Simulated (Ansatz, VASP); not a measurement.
## ReSb in VASP and in Ansatz

```
CELL_PARAMETERS angstrom
0.00000 2.77829 2.77829
2.77829 0.00000 2.77829
2.77829 2.77829 0.00000
ATOMIC_POSITIONS crystal
Re 0.00000 0.00000 0.00000
Sb 0.50000 0.50000 0.50000
```

Alike in both runs: task relaxation of cell and atoms; functional LDA; k mesh 12 × 12 × 12; occupations fermi-dirac, width 0.08 eV; no spin polarisation.

```csv
,VASP,Ansatz
version,VASP 6.6.1,Ansatz 0.2.0
potentials or method,"VASP PAW LDA potentials, release 64 (Re, Sb)","PAW with Ansatz's default frozen-core files, scalar-relativistic"
plane-wave cutoff (eV),600,420
valence electrons in the cell,12,30
```

Ansatz gave:

* relaxed volume (Å³/atom): 19.37
* relaxed cell length with the largest relative difference (Å): 3.798

What did VASP give for the same quantities?

Relaxed volume (Å³/atom): 19.44; relaxed cell length with the largest relative difference (Å): 3.803.

LDA's correlation is that of Perdew and Zunger in VASP and of Perdew and Wang (1992) in Ansatz. VASP's potentials hold 12 valence electrons a cell and Ansatz's 30, so a difference there can come from the potentials and not from the codes.

Spin-orbit coupling is off throughout.
